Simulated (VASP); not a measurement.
Sb, 2 atoms in the cell. It takes space group R-3m (No. 166, trigonal). The conventional cell has a = 4.360 Å, b = 4.360 Å, c = 10.930 Å, α = 90.00°, β = 90.00°, γ = 120.00°. Sb (site symmetry 3m) has 6 Sb at 2.91 to 3.33 Å within 3.8 Å.  This cell differs from its parent crystal: ratio of the length along z to the lengths across it x 0.96, volume and fractional coordinates fixed.

| Property | Result |
| --- | --- |
| Program | VASP 6.6.1 |
| Task | single point |
| Functional | PBEsol |
| Potentials or basis | VASP PAW PBE potentials, release 64 (Sb) |
| Cutoff | 520 eV |
| k mesh | 18 × 18 × 18 |
| Occupations | gaussian, width 0.15 eV |
| Spin | no spin polarisation |
| Dipole correction | no |
| Further INCAR settings | ALGO = Normal; EDIFF = 1e-07; NBANDS = 12 |

Potentials or basis: VASP PAW PBE potentials, release 64 (Sb).

Launch:

```sh
$ cat potpaw_PBE.64/Sb/POTCAR > POTCAR
$ mpirun -np 1 vasp_std > vasp.out
```

Hardware: 1 thread of Intel Xeon 8259CL (shared host).

Q: Estimate the wall time of this run.

A: Run time: 13 min on 1 thread of Intel Xeon 8259CL, on a shared host, peak memory 0.48 GiB. Counts: scf iterations 11, k points 580.
